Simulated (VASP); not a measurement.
# AlRu (WC type) (P-6m2) in VASP: a series of runs, part 2 of 2

VASP 6.6.1.

## Step 3: Relaxation of cell and atoms, PBE, target pressure 60 GPa, at which the enthalpy is minimised

This run uses another cell than the first one, of 12.06 Å³/atom, 1.045 times its volume.

Contents of INCAR:

```
SYSTEM = AlRu
PREC = Accurate
ENCUT = 600
EDIFF = 1E-6
ISMEAR = -1
SIGMA = 0.05
LREAL = .False.
LASPH = .True.
NELM = 60
ALGO = Normal
ISIF = 3
LWAVE = .False.
LCHARG = .False.
GGA = PE
IBRION = 2
NSW = 60
EDIFFG = -0.005
PSTRESS = 600.0
```

Contents of KPOINTS:

```
regular mesh
0
Gamma
  14 14 13
  0 0 0
```

Contents of POSCAR:

```
AlRu
1.0
    3.0519159311      0.0000000000      0.0000000000
   -1.5259579656      2.6430367266      0.0000000000
    0.0000000000      0.0000000000      2.9908776125
Ru Al
1 1
Direct
    0.0000000000      0.0000000000      0.0000000000
    0.3333333333      0.6666666667      0.5000000000
```

Potentials or basis: VASP PAW PBE potentials, release 64 (Ru_pv, Al).

On the command line:

```bash
cat potpaw_PBE.64/Ru_pv/POTCAR potpaw_PBE.64/Al/POTCAR > POTCAR
mpirun -np 1 vasp_std > vasp.out
```

OUTCAR:

```text
SYSTEM = AlRu
   PREC = Accurate
   ENCUT = 600
   EDIFF = 1E-6
   ISMEAR = -1
   LREAL = .False.
   LASPH = .True.
   NELM = 60
   ISIF = 3
   GGA = PE
   IBRION = 2
   NSW = 60
   EDIFFG = -0.005
   PSTRESS = 600.0

 ion  position               nearest neighbor table
   1  0.000  0.000  0.000-   2 2.31   2 2.31   2 2.31   2 2.31   2 2.31   2 2.31
   2  0.333  0.667  0.500-   1 2.31   1 2.31   1 2.31   1 2.31   1 2.31   1 2.31

  LATTYP: Found a hexagonal cell.
 ALAT       =     3.0519159311
 C/A-ratio  =     0.9800000000

  Lattice vectors:

 A1 = (   3.0519159311,   0.0000000000,   0.0000000000)
 A2 = (  -1.5259579656,   2.6430367266,   0.0000000000)
 A3 = (   0.0000000000,   0.0000000000,   2.9908776125)

Analysis of symmetry for initial positions (statically):
=====================================================================
 Subroutine PRICEL returns:
 Original cell was already a primitive cell.

 Routine SETGRP: Setting up the symmetry group for a
 hexagonal supercell.

 Subroutine GETGRP returns: Found 12 space group operations
 (whereof 12 operations were pure point group operations)
 out of a pool of 24 trial point group operations.

The static configuration has the point symmetry D_3h.

Analysis of symmetry for dynamics (positions and initial velocities):
=====================================================================
 Subroutine PRICEL returns:
 Original cell was already a primitive cell.

 Routine SETGRP: Setting up the symmetry group for a
 hexagonal supercell.

 Subroutine GETGRP returns: Found 12 space group operations
 (whereof 12 operations were pure point group operations)
[... 139 lines left out ...]

--------------------------------------- Ionic step        1  -------------------------------------------

 number of electron      16.9999996 magnetization

 Free energy of the ion-electron system (eV)
  ---------------------------------------------------
  ext. energy  EPLUGINS =         0.00000000
  ---------------------------------------------------
  free energy    TOTEN  =       -12.67254884 eV

  energy without entropy =      -12.66757864  energy(sigma->0) =      -12.67006374

------------------------ aborting loop because EDIFF is reached ----------------------------------------

  FORCE on cell =-STRESS in cart. coord.  units (eV):
  Direction    XX          YY          ZZ          XY          YZ          ZX
  --------------------------------------------------------------------------------------
  -------------------------------------------------------------------------------------
  Total        6.6157246      6.6157246     12.5987871     -0.0000000      0.0000000      0.0000000
  in kB      439.3529979    439.3529979    836.6906430     -0.0000000      0.0000000      0.0000000
  external PRESSURE =     -28.2011204 kB  Pullay stress =     600.0000000 kB
[... 97 lines left out ...]
  energy  without entropy=      -12.0918635898  energy(sigma->0) =      -12.09641326

  enthalpy is  TOTEN    =        -4.1896662849 eV   P V=        7.9112966518

[... ionic steps 4 to 10 ...]

--------------------------------------- Ionic step       11  -------------------------------------------

 number of electron      17.0000002 magnetization

------------------------ aborting loop because EDIFF is reached ----------------------------------------
[... 71 lines left out ...]
--------------------------------------- Ionic step       13  -------------------------------------------

 number of electron      17.0000002 magnetization

 Free energy of the ion-electron system (eV)
  ---------------------------------------------------
  ext. energy  EPLUGINS =         0.00000000
  ---------------------------------------------------
  free energy    TOTEN  =       -13.11106099 eV

  energy without entropy =      -13.10330378  energy(sigma->0) =      -13.10718239

 E-fermi :  13.3000     XC(G=0): -13.3307

 val. band max:       13.2852261372   @ k =   0.0714   0.0000   0.1538
 cond. band min:      13.3041756553   @ k =   0.4286   0.0000   0.3846
 fundamental gap:      0.0189495182
 Fermi energy:        13.2999925492

 k-point     1 :       0.0000    0.0000    0.0000
  band No.  band energies     occupation
      1     -29.0021      2.00000
      2     -28.6812      2.00000
      3     -28.6812      2.00000
      4       2.2190      2.00000
      5       7.9991      2.00000
      6      11.0995      2.00000
      7      11.0995      2.00000
      8      13.3112      0.88860
      9      13.4254      0.15051
     10      13.4254      0.15051
     11      20.8771      0.00000
     12      24.9396      0.00000
[... 331 lines left out ...]
 k-point    24 :       0.3571    0.2857    0.0000
  band No.  band energies     occupation
      1     -29.3304      2.00000
      2     -29.2018      2.00000
      3     -28.8543      2.00000
      4       8.3244      2.00000
      5       9.1394      2.00000
      6       9.4125      2.00000
      7       9.4322      2.00000
      8      10.1840      2.00000
      9      14.5719      0.00000
     10      16.7412      0.00000
     11      17.6175      0.00000
     12      23.1430      0.00000

 [... further k-points ...]
[... 5 lines left out ...]
  --------------------------------------------------------------------------------------
  -------------------------------------------------------------------------------------
  Total        8.6481943      8.6481943      8.6394316     -0.0000000     -0.0000000     -0.0000000
  in kB      600.2628843    600.2628843    599.6546715     -0.0000000     -0.0000000     -0.0000000
  external PRESSURE =       0.0601467 kB  Pullay stress =     600.0000000 kB
[... 21 lines left out ...]
  energy  without entropy=      -13.1033037850  energy(sigma->0) =      -13.10718239

  enthalpy is  TOTEN    =        -4.4666541399 eV   P V=        8.6444068457

 reached required accuracy - stopping structural energy minimisation
```

Wall time 2.6 min (1 thread of AMD EPYC 9R45 (Zen 5), shared host); peak memory 0.17 GiB.

What came out:

* Free energy: -13.1111 eV
* Relaxed volume: 11.54 Å³/atom
* Relaxed cell: a = 2.686 Å, b = 2.686 Å, c = 3.694 Å, α = 90.00°, β = 90.00°, γ = 120.00°
* Space group after relaxing (to 0.05 Å): P-6m2 (No. 187)
* Energy change on relaxing (the enthalpy is what falls): -219.3 meV/atom
* Ionic steps: 13
* Pressure after relaxing: 60.0 GPa

The path:
| step | energy change (eV) | largest force (eV/Å) | pressure (GPa) | volume (Å³) |
| --- | --- | --- | --- | --- |
| 1 | 0.0000 | 0.0000 | 57.18 | 24.13 |
| 2 | -0.0713 | 0.0000 | 64.67 | 23.23 |
| 3 | 0.5716 | 0.0000 | 104.87 | 21.13 |
| 4 | 0.0059 | 0.0000 | 78.98 | 22.25 |
| 5 | 0.1646 | 0.0000 | 88.00 | 21.79 |
| 6 | -0.3527 | 0.0000 | 62.79 | 22.92 |
| 7 | -0.2693 | 0.0000 | 67.60 | 22.68 |
| 8 | -0.3713 | 0.0000 | 63.21 | 22.91 |
| 9 | -0.4305 | 0.0000 | 60.48 | 23.06 |
| 10 | -0.4276 | 0.0000 | 60.61 | 23.05 |
| 11 | -0.4370 | 0.0000 | 60.11 | 23.08 |
| 12 | -0.4383 | 0.0000 | 60.07 | 23.08 |
| 13 | -0.4385 | 0.0000 | 60.01 | 23.08 |

Final structure:
```
Ru Al
1.0
     2.68618    0.00000    0.00000
    -1.34309    2.32630    0.00000
     0.00000    0.00000    3.69398
Ru Al
1 1
Cartesian
  -1.3431 2.3263 0.0000
  0.0000 1.5509 1.8470
```

Levels at points of the mesh, in eV from the Fermi level:
```tsv
k point	band 6	band 7	band 8	band 9	band 10	band 11
(0.00, 0.00, 0.00)	-2.20	-2.20	0.01	0.13	0.13	7.58
(0.50, 0.00, 0.00)	-4.75	-3.51	-0.92	2.12	4.66	6.39
```

Caveat: the cell is relaxed towards a set pressure, so the enthalpy falls and the energy may rise.
